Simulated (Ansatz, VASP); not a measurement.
## One calculation of Hf, two programs

File INCAR:

```
PREC = Accurate
ENCUT = 500
EDIFF = 1E-6
ISMEAR = 0
SIGMA = 0.1
LREAL = F
LASPH = T
NELM = 120
ALGO = Normal
ISIF = 2
LWAVE = F
LCHARG = T
GGA = PE
LELF = T
LVHAR = T
NBANDS = 11
GGA_COMPAT = F
```

The input KPOINTS:

```
regular mesh
0
Gamma
  8 8 8
```

POSCAR

```
Hf
1.0
    0.0000000000      2.2200000000      2.2200000000
    2.2200000000      0.0000000000      2.2200000000
    2.2200000000      2.2200000000      0.0000000000
Hf
1
Direct
    0.0000000000      0.0000000000      0.0000000000
```

Input for Ansatz:

```yaml
crystal:
  lattice:
    - [0.0, 2.22, 2.22]
    - [2.22, 0.0, 2.22]
    - [2.22, 2.22, 0.0]
  atoms:
    - { symbol: Hf, position: [0.0, 0.0, 0.0] }
basis:
  ecutwfc: 420
kpoints:
  mp_grid: { grid: [8, 8, 8] }
hamiltonian:
  xc: pbe
scf:
  occupations: { method: gaussian, width: 0.1 }
output:
  forces: true
  stress: true
  eigenvalues: true
```

Alike in both runs: task single point; functional PBE; k mesh 8 × 8 × 8; occupations gaussian, width 0.1 eV; no spin polarisation.

|  | VASP | Ansatz |
| --- | --- | --- |
| version | VASP 6.6.1 | Ansatz 0.2.0 |
| potentials or method | VASP PAW PBE potentials, release 64 (Hf_pv), cutoff 500 eV | scalar-relativistic, plane waves, PAW |
| valence electrons in the cell | 10 | 26 |

```tsv
	VASP	Ansatz	Ansatz less VASP
gap on the k mesh at the Fermi level (eV)	none	none	-
pressure (GPa)	2.8	3.2	+0.46
```

A gap of «none» marks a metal or a gap that the smearing closes. With one functional, cell and mesh, what is left measures potentials, basis and numerics. VASP's potentials hold 10 valence electrons a cell and Ansatz's 26, so a difference there can come from the potentials and not from the codes.

Neither program's run includes spin-orbit coupling.
